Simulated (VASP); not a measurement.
Wanted: the native input for a VASP 6.6.1 run.

```
Task                   : single point
Functional             : LDA
Potentials or basis    : VASP PAW LDA potentials, release 64 (In_d, Se)
Cutoff                 : 520 eV
k mesh                 : 12 × 12 × 2
Occupations            : gaussian, width 0.01 eV
Spin                   : no spin polarisation
Dipole correction      : no
Further INCAR settings : ALGO = Normal; EDIFF = 1e-06; NBANDS = 48
```

The structure of InSe lies in POSCAR:

```
InSe
1.0
    4.0181119053      0.0000000000      0.0000000000
   -2.0090559527      3.4797869852      0.0000000000
    0.0000000000      0.0000000000     16.9256135378
In Se
4 4
Direct
    0.3333333333      0.6666666667      0.1677023332
    0.6666666667      0.3333333333      0.6677023332
    0.3333333333      0.6666666667      0.3322976668
    0.6666666667      0.3333333333      0.8322976668
    0.3333333333      0.6666666667      0.5927860119
    0.6666666667      0.3333333333      0.0927860119
    0.3333333333      0.6666666667      0.9072139881
    0.6666666667      0.3333333333      0.4072139881
```

The input as run:

INCAR

```
PREC     = Accurate       # precision mode
ENCUT    = 520            # plane-wave cutoff, eV
EDIFF    = 1E-6           # SCF threshold, eV
ISMEAR   = 0              # smearing method
SIGMA    = 0.01           # smearing width, eV
LREAL    = F              # projectors in reciprocal space
LASPH    = T              # aspherical terms in the spheres
NELM     = 60             # most SCF steps
ALGO     = Normal         # electronic algorithm
ISIF     = 2              # what is computed and relaxed
LWAVE    = F              # write WAVECAR
LCHARG   = F              # write CHGCAR
NBANDS   = 48             # bands
```

KPOINTS

```
Automatic mesh
0
Gamma
  12 12 2
```

Potentials or basis: VASP PAW LDA potentials, release 64 (In_d, Se).

Command:

```sh
$ cat potpaw_LDA.64/In_d/POTCAR potpaw_LDA.64/Se/POTCAR > POTCAR
$ mpirun -np 1 vasp_std > vasp.out
```

Results of the run:

```json
{"Pressure": "-1.6 GPa", "Largest force": "0.100 eV/Å", "Band gap on the k mesh": "0.23 eV"}
```

Caveat: semilocal functionals underestimate gaps, and a narrow one can read as zero; spin-orbit coupling is left out, which moves the levels of the heavy elements.

Wall time 12 min on 1 thread of Oxide Virtual Turin-like Processor (shared host), peak memory 0.44 GiB.
